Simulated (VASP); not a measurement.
# HfGe (Pm-3m) in VASP: a series of runs

Aim: see how the results for HfGe move with the level of theory and the settings. Levels: LDA, BLYP+D4. Tasks: single point.

Everything below comes from runs of VASP 6.6.1. Logs are shortened: lines on timing, memory, paths and dates and some standing lists are left out, and cuts for length are marked.

## Step 1: The cell of the first run

Symmetry: Pm-3m, No. 221, cubic system. Conventional cell: a = 3.501 Å, b = 3.501 Å, c = 3.501 Å, α = 90.00°, β = 90.00°, γ = 90.00°. Hf (site symmetry m-3m) has 8 Ge at 3.03 Å and 6 Hf at 3.50 Å within 4.0 Å. Ge (site symmetry m-3m) has 8 Hf at 3.03 Å and 6 Ge at 3.50 Å within 4.0 Å.

## Step 2: Single point, LDA, non-collinear spin, zero start, spin-orbit coupling

INCAR reads:

```
  ALGO = Normal
  EDIFF = 1E-6
  ENCUT = 520
  GGA_COMPAT = False
  ISIF = 2
  ISMEAR = -1
  LASPH = True
  LCHARG = False
  LMAXMIX = 4
  LORBIT = 11
  LORBMOM = True
  LREAL = False
  LSORBIT = True
  LWAVE = False
  MAGMOM = 0 0 0 0 0 0
  NBANDS = 36
  NELM = 150
  PREC = Accurate
  SIGMA = 0.05
```

KPOINTS reads:

```
k-points
0
Gamma
  6 6 6
```

POSCAR reads:

```
HfGe
1.0
    3.5008378700      0.0000000000      0.0000000000
    0.0000000000      3.5008378700      0.0000000000
    0.0000000000      0.0000000000      3.5008378700
Hf Ge
1 1
Direct
    0.0000000000      0.0000000000      0.0000000000
    0.5000000000      0.5000000000      0.5000000000
```

Potentials or basis: VASP PAW LDA potentials, release 64 (Hf_pv, Ge_d).

Command:

```bash
$ cat potpaw_LDA.64/Hf_pv/POTCAR potpaw_LDA.64/Ge_d/POTCAR > POTCAR
$ mpirun -np 1 vasp_ncl > vasp.out
```

OUTCAR:

```text
EDIFF = 1E-6
   ENCUT = 520
   ISIF = 2
   ISMEAR = -1
   LASPH = True
   LORBIT = 11
   LREAL = False
   LSORBIT = True
   NELM = 150
   PREC = Accurate

 ion  position               nearest neighbor table
   1  0.000  0.000  0.000-   2 3.03   2 3.03   2 3.03   2 3.03   2 3.03   2 3.03   2 3.03   2 3.03

   2  0.500  0.500  0.500-   1 3.03   1 3.03   1 3.03   1 3.03   1 3.03   1 3.03   1 3.03   1 3.03

  LATTYP: Found a simple cubic cell.
 ALAT       =     3.5008378700

  Lattice vectors:

 A1 = (   3.5008378700,   0.0000000000,   0.0000000000)
 A2 = (   0.0000000000,   3.5008378700,   0.0000000000)
 A3 = (   0.0000000000,   0.0000000000,   3.5008378700)

Analysis of symmetry for initial positions (statically):
=====================================================================
 Subroutine PRICEL returns:
 Original cell was already a primitive cell.

 Routine SETGRP: Setting up the symmetry group for a
 simple cubic supercell.

 Subroutine GETGRP returns: Found 48 space group operations
[... 9 lines left out ...]

 Routine SETGRP: Setting up the symmetry group for a
 simple cubic supercell.

 Subroutine GETGRP returns: Found 48 space group operations
 (whereof 48 operations were pure point group operations)
 out of a pool of 48 trial point group operations.

The dynamic configuration has the point symmetry O_h .

Analysis of structural, dynamic, and magnetic symmetry:
=====================================================================
 Subroutine PRICEL returns:
 Original cell was already a primitive cell.

 Routine SETGRP: Setting up the symmetry group for a
 simple cubic supercell.

 Subroutine GETGRP returns: Found 48 space group operations
 (whereof 48 operations were pure point group operations)
 out of a pool of 48 trial point group operations.

The overall configuration has the point symmetry O_h .

 Subroutine INISYM returns: Found 48 space group operations
[... 5 lines left out ...]
                                     Primitive cell

  volume of cell :      42.9058

  direct lattice vectors                    reciprocal lattice vectors
     3.500837870  0.000000000  0.000000000     0.285645905  0.000000000  0.000000000
     0.000000000  3.500837870  0.000000000     0.000000000  0.285645905  0.000000000
     0.000000000  0.000000000  3.500837870     0.000000000  0.000000000  0.285645905

  length of vectors
     3.500837870  3.500837870  3.500837870     0.285645905  0.285645905  0.285645905

  position of ions in fractional coordinates (direct lattice)
     0.000000000  0.000000000  0.000000000
     0.500000000  0.500000000  0.500000000

  ion indices of the primitive-cell ions
   primitive index   ion index
                 1           1
                 2           2

----------------------------------------------------------------------------------------

 KPOINTS: k-points

Automatic generation of k-mesh.
 Grid dimensions read from file:
 generate k-points for:    6    6    6

 Generating k-lattice:

  Cartesian coordinates                     Fractional coordinates (reciprocal lattice)
     0.047607651  0.000000000  0.000000000     0.166666667  0.000000000  0.000000000
     0.000000000  0.047607651  0.000000000     0.000000000  0.166666667  0.000000000
     0.000000000  0.000000000  0.047607651     0.000000000  0.000000000  0.166666667

  Length of vectors
     0.047607651  0.047607651  0.047607651

  Shift w.r.t. Gamma in fractional coordinates (k-lattice)
     0.000000000  0.000000000  0.000000000

 Subroutine IBZKPT returns following result:
 ===========================================

 Found     20 irreducible k-points:

 Following reciprocal coordinates:
            Coordinates               Weight
  0.000000  0.000000  0.000000      1.000000
[... 72 lines left out ...]
   NGX = 13   NGY = 13   NGZ = 13

 number of electron      24.0000000 magnetization       0.0000000      0.0000000      0.0000000

 number of electron      23.9999985 magnetization      -0.0000000     -0.0000000     -0.0000000

 number of electron      23.9999985 magnetization      -0.0000000      0.0000000     -0.0000000

 number of electron      23.9999985 magnetization       0.0000000     -0.0000000      0.0000000

 Free energy of the ion-electron system (eV)
  ---------------------------------------------------
  ext. energy  EPLUGINS =         0.00000000
  ---------------------------------------------------
  free energy    TOTEN  =       -16.85022586 eV

  energy without entropy =      -16.82943000  energy(sigma->0) =      -16.83982793

 E-fermi :   5.2094     XC(G=0): -11.3361

 val. band max:        5.1468885543   @ k =   0.5000   0.1667   0.1667
 cond. band min:       5.2212628872   @ k =   0.3333   0.0000   0.0000
 fundamental gap:      0.0743743329
 Fermi energy:         5.2094312947

 k-point     1 :       0.0000    0.0000    0.0000
  band No.  band energies     occupation
      1     -30.4916      1.00000
      2     -30.4916      1.00000
      3     -23.4704      1.00000
      4     -23.4704      1.00000
      5     -23.4704      1.00000
      6     -23.4704      1.00000
[... 769 lines left out ...]
     35      11.3859      0.00000
     36      11.3859      0.00000

------------------------ aborting loop because EDIFF is reached ----------------------------------------

  FORCE on cell =-STRESS in cart. coord.  units (eV):
  Direction    XX          YY          ZZ          XY          YZ          ZX
  --------------------------------------------------------------------------------------
  -------------------------------------------------------------------------------------
  Total       -4.8592489     -4.8592489     -4.8592489     -0.0000000      0.0000000      0.0000000
  in kB     -181.4528227   -181.4528227   -181.4528227     -0.0000000      0.0000000      0.0000000
  external PRESSURE =    -181.4528227 kB  Pullay stress =       0.0000000 kB

 VOLUME and BASIS-vectors are now :
 -----------------------------------------------------------------------------
  energy-cutoff  :      520.00
  volume of cell :       42.91
      direct lattice vectors                 reciprocal lattice vectors
     3.500837870  0.000000000  0.000000000     0.285645905  0.000000000  0.000000000
     0.000000000  3.500837870  0.000000000     0.000000000  0.285645905  0.000000000
     0.000000000  0.000000000  3.500837870     0.000000000  0.000000000  0.285645905

 POSITION                                       TOTAL-FORCE (eV/Angst)
 -----------------------------------------------------------------------------------
      0.00000      0.00000      0.00000         0.000000      0.000000      0.000000
      1.75042      1.75042      1.75042         0.000000      0.000000      0.000000
 -----------------------------------------------------------------------------------
    total drift:                                0.000000      0.000000      0.000000

  FREE ENERGIE OF THE ION-ELECTRON SYSTEM (eV)
  ---------------------------------------------------
  free  energy   TOTEN  =       -16.8502258560 eV

  energy  without entropy=      -16.8294300032  energy(sigma->0) =      -16.83982793

 orbital moment (x)

 # of ion     p       d       tot
 ----------------------------------------
  1         0.000  -0.000  -0.000
  2        -0.000  -0.000  -0.000
 ----------------------------------------
           -0.000  -0.000  -0.000

 orbital moment (y)

 # of ion     p       d       tot
 ----------------------------------------
  1        -0.000  -0.000  -0.000
  2         0.000   0.000   0.000
 ----------------------------------------
           -0.000  -0.000  -0.000

 orbital moment (z)

 # of ion     p       d       tot
 ----------------------------------------
  1         0.000  -0.000  -0.000
  2         0.000  -0.000  -0.000
 ----------------------------------------
            0.000  -0.000  -0.000

 Spin-Orbit-Coupling matrix elements

 Ion:    1  E_soc:     -1.4390891
 l=   1
     0.0000000    -0.2228391    -0.2228391
    -0.2228391     0.0000000    -0.2228391
    -0.2228391    -0.2228391     0.0000000
 l=   2
     0.0000000    -0.0027349     0.0000000    -0.0027349    -0.0142741
    -0.0027349     0.0000000    -0.0107056    -0.0027349    -0.0035685
     0.0000000    -0.0107056     0.0000000    -0.0107056     0.0000000
    -0.0027349    -0.0027349    -0.0107056     0.0000000    -0.0035685
    -0.0142741    -0.0035685     0.0000000    -0.0035685     0.0000000
 l=   3
     0.0000000     0.0000000     0.0000000     0.0000000     0.0000000     0.0000000     0.0000000
     0.0000000     0.0000000     0.0000000     0.0000000     0.0000000     0.0000000     0.0000000
     0.0000000     0.0000000     0.0000000     0.0000000     0.0000000     0.0000000     0.0000000
     0.0000000     0.0000000     0.0000000     0.0000000     0.0000000     0.0000000     0.0000000
     0.0000000     0.0000000     0.0000000     0.0000000     0.0000000     0.0000000     0.0000000
     0.0000000     0.0000000     0.0000000     0.0000000     0.0000000     0.0000000     0.0000000
     0.0000000     0.0000000     0.0000000     0.0000000     0.0000000     0.0000000     0.0000000

 Ion:    2  E_soc:     -0.0275792
 l=   1
     0.0000000    -0.0037073    -0.0037073
    -0.0037073     0.0000000    -0.0037073
    -0.0037073    -0.0037073     0.0000000
 l=   2
     0.0000000    -0.0001521     0.0000000    -0.0001521    -0.0007371
    -0.0001521     0.0000000    -0.0005528    -0.0001521    -0.0001843
     0.0000000    -0.0005528     0.0000000    -0.0005528     0.0000000
    -0.0001521    -0.0001521    -0.0005528     0.0000000    -0.0001843
    -0.0007371    -0.0001843     0.0000000    -0.0001843     0.0000000
 l=   3
     0.0000000     0.0000000     0.0000000     0.0000000     0.0000000     0.0000000     0.0000000
     0.0000000     0.0000000     0.0000000     0.0000000     0.0000000     0.0000000     0.0000000
     0.0000000     0.0000000     0.0000000     0.0000000     0.0000000     0.0000000     0.0000000
     0.0000000     0.0000000     0.0000000     0.0000000     0.0000000     0.0000000     0.0000000
     0.0000000     0.0000000     0.0000000     0.0000000     0.0000000     0.0000000     0.0000000
     0.0000000     0.0000000     0.0000000     0.0000000     0.0000000     0.0000000     0.0000000
     0.0000000     0.0000000     0.0000000     0.0000000     0.0000000     0.0000000     0.0000000

 total charge

# of ion       s       p       d       tot
------------------------------------------
    1        0.313   6.315   1.509   8.137
    2        1.166   1.125  10.004  12.295
--------------------------------------------------
tot          1.479   7.440  11.513  20.432

 magnetization (x)

# of ion       s       p       d       tot
------------------------------------------
    1        0.000   0.000   0.000   0.000
    2        0.000   0.000   0.000   0.000
--------------------------------------------------
tot          0.000   0.000   0.000   0.000

 magnetization (y)

# of ion       s       p       d       tot
------------------------------------------
    1        0.000   0.000   0.000   0.000
    2        0.000   0.000  -0.000   0.000
--------------------------------------------------
tot          0.000   0.000   0.000   0.000

 magnetization (z)

# of ion       s       p       d       tot
------------------------------------------
    1        0.000  -0.000   0.000  -0.000
    2       -0.000   0.000   0.000   0.000
--------------------------------------------------
tot         -0.000  -0.000   0.000   0.000
```

Run time: 43 s. Hardware: 1 thread of AMD EPYC 9R45 (Zen 5), shared host; peak memory 0.2 GiB.

What came out:

| Property | Result |
| --- | --- |
| Free energy | -16.8502 eV |
| Pressure | -18.1 GPa |
| Net moment | 0.00 μB per cell |
| Valence electrons inside the program's atomic spheres | Hf 8.14; Ge 12.29 |

Moments on the atoms (μB; x, y, z):
```
Hf  0.00 0.00 0.00
Ge  0.00 0.00 0.00
```

[end of part 1 of 2]
